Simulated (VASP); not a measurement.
# Sc2Al (P6_3/mmc) in VASP: single point with PBEsol

Aim: the single point of Sc2Al with PBEsol.

All numbers are computed with VASP 6.6.1; they aren't measurements. Logs are shortened: lines on timing, memory, paths and dates and some standing lists are left out, and cuts for length are marked.

## 1. The cell of the first run

The structure is hexagonal, space group P6_3/mmc (No. 194). Conventional cell: a = 4.851 Å, b = 4.851 Å, c = 6.085 Å, α = 90.00°, β = 90.00°, γ = 120.00°. Sc (site symmetry -3m) has 8 Sc at 3.04 to 3.19 Å and 6 Al at 3.19 Å within 4.0 Å. Sc (site symmetry -6m2) has 5 Al at 2.80 to 3.04 Å and 6 Sc at 3.19 Å within 3.7 Å. Al (site symmetry -6m2) has 11 Sc at 2.80 to 3.19 Å within 3.7 Å.

## 2. Single point, PBEsol

File POSCAR:

```
Sc2Al
1.0
    4.8508989718      0.0000000000      0.0000000000
   -2.4254494859      4.2010017408      0.0000000000
    0.0000000000      0.0000000000      6.0854513198
Sc Al
4 2
Direct
    0.0000000000      0.0000000000      0.0000000000
    0.0000000000      0.0000000000      0.5000000000
    0.3333333333      0.6666666667      0.7500000000
    0.6666666667      0.3333333333      0.2500000000
    0.3333333333      0.6666666667      0.2500000000
    0.6666666667      0.3333333333      0.7500000000
```

File INCAR.step1:

```
SYSTEM = Sc2Al
PREC = Accurate
ENCUT = 520
EDIFF = 1E-6
ISMEAR = 0
SIGMA = 0.1
LREAL = .False.
LASPH = .True.
NELM = 60
ALGO = Fast
ISIF = 2
LWAVE = .False.
LCHARG = .True.
LMAXMIX = 4
GGA = PS
NBANDS = 34
```

File KPOINTS.step1:

```
Automatic mesh
0
Gamma
  12 12 6
  0 0 0
```

File INCAR.step2:

```
SYSTEM = Sc2Al
PREC = Accurate
ENCUT = 520
EDIFF = 1E-6
ISMEAR = -5
SIGMA = 0.1
LREAL = .False.
LASPH = .True.
NELM = 60
ALGO = Fast
ISIF = 2
LWAVE = .False.
LCHARG = .False.
LMAXMIX = 4
GGA = PS
LORBIT = 10
NBANDS = 34
NEDOS = 1001
ICHARG = 11
```

File KPOINTS.step2:

```
Automatic mesh
0
Gamma
  18 18 9
  0 0 0
```

Potentials or basis: VASP PAW PBE potentials, release 64 (Sc_sv, Al).

The run is started by

```
> cat potpaw_PBE.64/Sc_sv/POTCAR potpaw_PBE.64/Al/POTCAR > POTCAR
> cp INCAR.step1 INCAR
> cp KPOINTS.step1 KPOINTS
> mpirun -np 1 vasp_std > vasp.out
> cp INCAR.step2 INCAR
> cp KPOINTS.step2 KPOINTS
> mpirun -np 1 vasp_std > vasp.out
```

OUTCAR:

```text
SYSTEM = Sc2Al
   PREC = Accurate
   ENCUT = 520
   EDIFF = 1E-6
   ISMEAR = -5
   LREAL = .False.
   LASPH = .True.
   NELM = 60
   ISIF = 2
   GGA = PS
   LORBIT = 10
   ICHARG = 11

 ion  position               nearest neighbor table
   1  0.000  0.000  0.000-   2 3.04   2 3.04   4 3.19   5 3.19   6 3.19   3 3.19   4 3.19   6 3.19
                             3 3.19   5 3.19   4 3.19   6 3.19   3 3.19   5 3.19
   2  0.000  0.000  0.500-   1 3.04   1 3.04   4 3.19   5 3.19   6 3.19   3 3.19   4 3.19   6 3.19
                             3 3.19   5 3.19   4 3.19   6 3.19   3 3.19   5 3.19
   3  0.333  0.667  0.750-   6 2.80   6 2.80   6 2.80   5 3.04   5 3.04   1 3.19   2 3.19   2 3.19
                             1 3.19   2 3.19   1 3.19
   4  0.667  0.333  0.250-   5 2.80   5 2.80   5 2.80   6 3.04   6 3.04   1 3.19   2 3.19   1 3.19
                             2 3.19   1 3.19   2 3.19
   5  0.333  0.667  0.250-   4 2.80   4 2.80   4 2.80   3 3.04   3 3.04   1 3.19   2 3.19   2 3.19
                             1 3.19   2 3.19   1 3.19
   6  0.667  0.333  0.750-   3 2.80   3 2.80   3 2.80   4 3.04   4 3.04   1 3.19   2 3.19   1 3.19
                             2 3.19   1 3.19   2 3.19

  LATTYP: Found a hexagonal cell.
 ALAT       =     4.8508989718
 C/A-ratio  =     1.2544997031

  Lattice vectors:

 A1 = (   4.8508989718,   0.0000000000,   0.0000000000)
 A2 = (  -2.4254494859,   4.2010017408,   0.0000000000)
 A3 = (   0.0000000000,   0.0000000000,   6.0854513198)

Analysis of symmetry for initial positions (statically):
=====================================================================
 Subroutine PRICEL returns:
 Original cell was already a primitive cell.

 Routine SETGRP: Setting up the symmetry group for a
 hexagonal supercell.

 Subroutine GETGRP returns: Found 24 space group operations
 (whereof 12 operations were pure point group operations)
 out of a pool of 24 trial point group operations.

The static configuration has the point symmetry D_3d.
 The point group associated with its full space group is D_6h.

Analysis of symmetry for dynamics (positions and initial velocities):
=====================================================================
 Subroutine PRICEL returns:
 Original cell was already a primitive cell.

 Routine SETGRP: Setting up the symmetry group for a
 hexagonal supercell.

 Subroutine GETGRP returns: Found 24 space group operations
 (whereof 12 operations were pure point group operations)
 out of a pool of 24 trial point group operations.

The dynamic configuration has the point symmetry D_3d.
 The point group associated with its full space group is D_6h.

 Subroutine INISYM returns: Found 24 space group operations
 (whereof 12 operations are pure point group operations),
 and found     1 'primitive' translations

----------------------------------------------------------------------------------------

                                     Primitive cell

  volume of cell :     124.0132

  direct lattice vectors                    reciprocal lattice vectors
     4.850898972  0.000000000  0.000000000     0.206147357  0.119019232  0.000000000
    -2.425449486  4.201001741  0.000000000     0.000000000  0.238038464  0.000000000
     0.000000000  0.000000000  6.085451320     0.000000000  0.000000000  0.164326349

  length of vectors
     4.850898972  4.850898972  6.085451320     0.238038464  0.238038464  0.164326349

  position of ions in fractional coordinates (direct lattice)
     0.000000000  0.000000000  0.000000000
     0.000000000  0.000000000  0.500000000
     0.333333333  0.666666667  0.750000000
     0.666666667  0.333333333  0.250000000
     0.333333333  0.666666667  0.250000000
     0.666666667  0.333333333  0.750000000

  ion indices of the primitive-cell ions
   primitive index   ion index
                 1           1
                 2           2
                 3           3
                 4           4
                 5           5
                 6           6

----------------------------------------------------------------------------------------

 KPOINTS: Automatic mesh

Automatic generation of k-mesh.
 Grid dimensions read from file:
 generate k-points for:   18   18    9

 Generating k-lattice:

  Cartesian coordinates                     Fractional coordinates (reciprocal lattice)
     0.011452631  0.006612180  0.000000000     0.055555556  0.000000000  0.000000000
     0.000000000  0.013224359  0.000000000     0.000000000  0.055555556  0.000000000
     0.000000000  0.000000000  0.018258483     0.000000000  0.000000000  0.111111111

  Length of vectors
     0.013224359  0.013224359  0.018258483

  Shift w.r.t. Gamma in fractional coordinates (k-lattice)
     0.000000000  0.000000000  0.000000000

 TETIRR: Found   2805 inequivalent tetrahedra from    17496

 Subroutine IBZKPT returns following result:
 ===========================================

 Found    185 irreducible k-points:

 Following reciprocal coordinates:
            Coordinates               Weight
  0.000000  0.000000  0.000000      1.000000
  0.055556 -0.000000  0.000000      6.000000
  0.111111 -0.000000  0.000000      6.000000
  0.166667 -0.000000  0.000000      6.000000
  0.222222 -0.000000  0.000000      6.000000
  0.277778 -0.000000  0.000000      6.000000
[... 16 lines left out ...]
  0.333333  0.111111  0.000000     12.000000
  0.388889  0.111111  0.000000     12.000000
 [... further k-points ...]
   k-points           NKPTS =    185   k-points in BZ     NKDIM =    185   number of bands    NBANDS=     34
   number of dos      NEDOS =   1001   number of ions     NIONS =      6
   total plane-waves  NPLWV =  62208
   dimension x,y,z NGX =    36 NGY =   36 NGZ =   48
   dimension x,y,z NGXF=    72 NGYF=   72 NGZF=   96
   ions per type =               4   2
   NGX,Y,Z   is equivalent  to a cutoff of  12.34, 12.34, 13.11 a.u.
   NGXF,Y,Z  is equivalent  to a cutoff of  24.68, 24.68, 26.23 a.u.
 SYSTEM =  Sc2Al
   PREC   = accura    normal or accurate (medium, high low for compatibility)
   ISTART =      0    job   : 0-new  1-cont  2-samecut
   ICHARG =     11    charge: 1-file 2-atom 10-const
   ISPIN  =      1    spin polarized calculation?
   LNONCOLLINEAR =      F non collinear calculations
   LSORBIT =      F    spin-orbit coupling
   LASPH  =      T    aspherical Exc in radial PAW
   ENCUT  =  520.0 eV  38.22 Ry    6.18 a.u.   9.02  9.02 11.31*2*pi/ulx,y,z
   NELM   =     60;   NELMIN=  2; NELMDL=  0     # of ELM steps
   EDIFF  = 0.1E-05   stopping-criterion for ELM
   LREAL  =      F    real-space projection
   EDIFFG = 0.1E-04   stopping-criterion for IOM
   NSW    =      0    number of steps for IOM
   IBRION =     -1    ionic relax: 0-MD 1-quasi-New 2-CG
   NFREE  =      0    steps in history (QN), initial steepest desc. (CG)
   ISIF   =      2    stress and relaxation
   ISYM   =      2    0-nonsym 1-usesym 2-fastsym
   POTIM  = 0.5000    time-step for ionic-motion
   TEBEG  =    0.0;   TEEND  =   0.0 temperature during run
   PSTRESS=    0.0 pullay stress
   NELECT =      50.0000    total number of electrons
   NUPDOWN=      -1.0000    fix difference up-down
   EMIN   =  10.00;   EMAX   =-10.00  energy-range for DOS
   EFERMI =   0.00;   METHOD = LEGACY
   ISMEAR =    -5;   SIGMA  =   0.10  broadening in eV -4-tet -1-fermi 0-gaus
   EFERMI_NEDOS =   21; number of points for ismear=-14 and -15
   IALGO  =     68    algorithm
   IMIX   =      4    mixing-type and parameters
     AMIX     =   0.40;   BMIX     =  1.00
     AMIX_MAG =   1.60;   BMIX_MAG =  1.00
  volume/ion in A,a.u.               =      20.67       139.48
  Fermi-wavevector in a.u.,A,eV,Ry     =   1.209416  2.285464 19.901050  1.462686
  Thomas-Fermi vector in A             =   2.344994
   LORBIT       =     10    0 simple, 1 ext, 2 COOP (PROOUT), +10 PAW based schemes
   GGA     = PS    functional components
   LHFCALC =     F    Hartree Fock is set to
   AEXX    =    0.0000 exact exchange contribution
   IVDW    =     0    specifies the selected vdW correction
   LEPSILON=     F    determine dielectric tensor
   LRPA    =     F    only Hartree local field effects (RPA)
 non-spin polarized calculation
 RMM-DIIS sequential band-by-band and
 Fermi weights with tetrahedron method with Bloechl corrections
  energy-cutoff  :      520.00
  volume of cell :      124.01
 maximum number of plane-waves:      3369

 number of electron      50.0000005 magnetization

 Free energy of the ion-electron system (eV)
  ---------------------------------------------------
  ext. energy  EPLUGINS =         0.00000000
  ---------------------------------------------------
  free energy    TOTEN  =       -36.71289665 eV

  energy without entropy =      -36.71289665  energy(sigma->0) =      -36.71289665

 E-fermi :   4.9439     XC(G=0): -10.3069

 val. band max:        4.9416750460   @ k =   0.3333  -0.0000   0.0000
 cond. band min:       4.9379470179   @ k =   0.0556  -0.0000   0.2222
 fundamental gap:     -0.0037280281
 Fermi energy:         4.9438975419

 k-point     1 :       0.0000    0.0000    0.0000
  band No.  band energies     occupation
      1     -44.2758      2.00000
      2     -44.2092      2.00000
      3     -44.1874      2.00000
      4     -44.1702      2.00000
      5     -23.1599      2.00000
      6     -23.1106      2.00000
[... 26 lines left out ...]
     33       7.8308      0.00000
     34       7.9427      0.00000

 k-point     2 :       0.0556   -0.0000    0.0000
  band No.  band energies     occupation
      1     -44.2754      2.00000
      2     -44.2092      2.00000
      3     -44.1875      2.00000
      4     -44.1706      2.00000
      5     -23.1624      2.00000
      6     -23.1119      2.00000
[... 26 lines left out ...]
     33       7.8248      0.00000
     34       7.8872      0.00000
[... 775 lines left out ...]
     33       7.1722      0.00000
     34       7.5931      0.00000

 k-point    24 :       0.3889    0.1111    0.0000
  band No.  band energies     occupation
      1     -44.2587      2.00000
      2     -44.2090      2.00000
      3     -44.1888      2.00000
      4     -44.1858      2.00000
      5     -23.2252      2.00000
      6     -23.1424      2.00000
[... 26 lines left out ...]
     33       7.1105      0.00000
     34       7.5631      0.00000

 [... further k-points ...]
[... 5 lines left out ...]
  --------------------------------------------------------------------------------------
  -------------------------------------------------------------------------------------
  Total       -0.0558270     -0.0558270     -0.0712445      0.0000000      0.0000000      0.0000000
  in kB       -0.7212519     -0.7212519     -0.9204364      0.0000000      0.0000000      0.0000000
  external PRESSURE =      -0.7876467 kB  Pullay stress =       0.0000000 kB

 VOLUME and BASIS-vectors are now :
 -----------------------------------------------------------------------------
  energy-cutoff  :      520.00
  volume of cell :      124.01
      direct lattice vectors                 reciprocal lattice vectors
     4.850898972  0.000000000  0.000000000     0.206147357  0.119019232  0.000000000
    -2.425449486  4.201001741  0.000000000     0.000000000  0.238038464  0.000000000
     0.000000000  0.000000000  6.085451320     0.000000000  0.000000000  0.164326349

 POSITION                                       TOTAL-FORCE (eV/Angst)
 -----------------------------------------------------------------------------------
      0.00000      0.00000      0.00000         0.000000      0.000000      0.000000
      0.00000      0.00000      3.04273         0.000000      0.000000      0.000000
     -0.00000      2.80067      4.56409         0.000000     -0.000000      0.000000
      2.42545      1.40033      1.52136        -0.000000      0.000000      0.000000
     -0.00000      2.80067      1.52136         0.000000     -0.000000      0.000000
      2.42545      1.40033      4.56409         0.000000      0.000000      0.000000
 -----------------------------------------------------------------------------------
    total drift:                                0.000000     -0.000000      0.000000

  FREE ENERGIE OF THE ION-ELECTRON SYSTEM (eV)
  ---------------------------------------------------
  free  energy   TOTEN  =       -36.7128966467 eV

  energy  without entropy=      -36.7128966467  energy(sigma->0) =      -36.71289665

 total charge

# of ion       s       p       d       tot
------------------------------------------
    1        2.250   6.136   1.030   9.416
    2        2.250   6.136   1.030   9.416
    3        2.240   6.142   1.082   9.464
    4        2.240   6.142   1.082   9.464
    5        0.429   0.397   0.000   0.826
    6        0.429   0.397   0.000   0.826
--------------------------------------------------
tot          9.837  25.350   4.224  39.412
```

Run time: 25 min. Hardware: 1 thread of Intel Xeon 8259CL, shared host; peak memory 0.67 GiB.

What came out:

```
Valence electrons inside the program's atomic spheres : Sc 9.42, 9.46 (each value once); Al 0.83
```

Levels at points of the mesh, in eV from the Fermi level:
| k point | band 23 | band 24 | band 25 | band 26 | band 27 | band 28 |
| --- | --- | --- | --- | --- | --- | --- |
| (0.00, 0.00, 0.00) | -0.67 | -0.67 | -0.41 | -0.41 | -0.06 | -0.06 |
| (0.50, 0.00, 0.00) | -1.02 | -0.84 | -0.69 | 0.21 | 0.37 | 0.83 |

Caveat: the PAW data sets were made with another functional, which shifts forces and pressure a little.
